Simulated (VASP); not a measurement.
Ca32H (a cell with a defect), 33 atoms in the cell. The cell holds a defect, 33 atoms: a = 11.160 Å, b = 11.160 Å, c = 11.160 Å, α = 90.00°, β = 90.00°, γ = 90.00°. 

| Property | Result |
| --- | --- |
| Program | VASP 6.6.1 |
| Task | single point |
| Functional | PBEsol |
| Potentials or basis | VASP PAW PBE potentials, release 64 (Ca_sv, H) |
| Cutoff | 520 eV |
| k mesh | 1 × 1 × 1 |
| Occupations | fermi-dirac, width 0.05 eV |
| Spin | no spin polarisation |
| Dipole correction | no |
| Further INCAR settings | LREAL = Auto; ALGO = Normal; EDIFF = 1e-07; NBANDS = 182 |

Potentials or basis: VASP PAW PBE potentials, release 64 (Ca_sv, H).

Command:

```sh
$ cat potpaw_PBE.64/Ca_sv/POTCAR potpaw_PBE.64/H/POTCAR > POTCAR
$ mpirun -np 1 vasp_gam > vasp.out
```

Hardware: 1 thread of Intel(R) Xeon(R) Platinum 8259CL CPU @ 2.50GHz (Skylake/Cascade Lake), with other jobs on the host.

Question: Estimate the wall time of this run.

Answer: It took 14 min on 1 thread of Intel(R) Xeon(R) Platinum 8259CL CPU @ 2.50GHz (Skylake/Cascade Lake), with other jobs on the host, peak memory 1 GiB. Counts: scf iterations 16, k points 1.
